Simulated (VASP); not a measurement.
Here is a VASP 6.6.1 calculation.

The input INCAR:

```
  PREC = Accurate
  ENCUT = 520
  EDIFF = 1E-6
  ISMEAR = 0
  SIGMA = 0.15
  LREAL = False
  LASPH = True
  NELM = 80
  ALGO = Fast
  ISIF = 2
  LWAVE = False
  LCHARG = True
  GGA = PS
  LELF = True
  LVHAR = True
  NBANDS = 18
```

File KPOINTS:

```
regular mesh
0
Gamma
  16 16 16
```

POSCAR

```
ZnCu
1.0
    2.9891750000      0.0000000000      0.0000000000
    0.0000000000      2.9008250000      0.0000000000
    0.0000000000      0.0000000000      2.9450000000
Zn Cu
1 1
Direct
    0.5000000000      0.5000000000      0.5000000000
    0.0000000000      0.0000000000      0.0000000000
```

Potentials or basis: VASP PAW PBE potentials, release 64 (Zn, Cu).

Run with:

```console
$ cat potpaw_PBE.64/Zn/POTCAR potpaw_PBE.64/Cu/POTCAR > POTCAR
$ mpirun -np 1 vasp_std > vasp.out
```

(1) Estimate the pressure.

Results:

(1) -3.7 GPa.

Caveat: the cell differs from its parent crystal (strain +0.0150 x Voigt [1, -1, 0, 0, 0, 0]); the PAW data sets were made with another functional, which shifts forces and pressure a little.
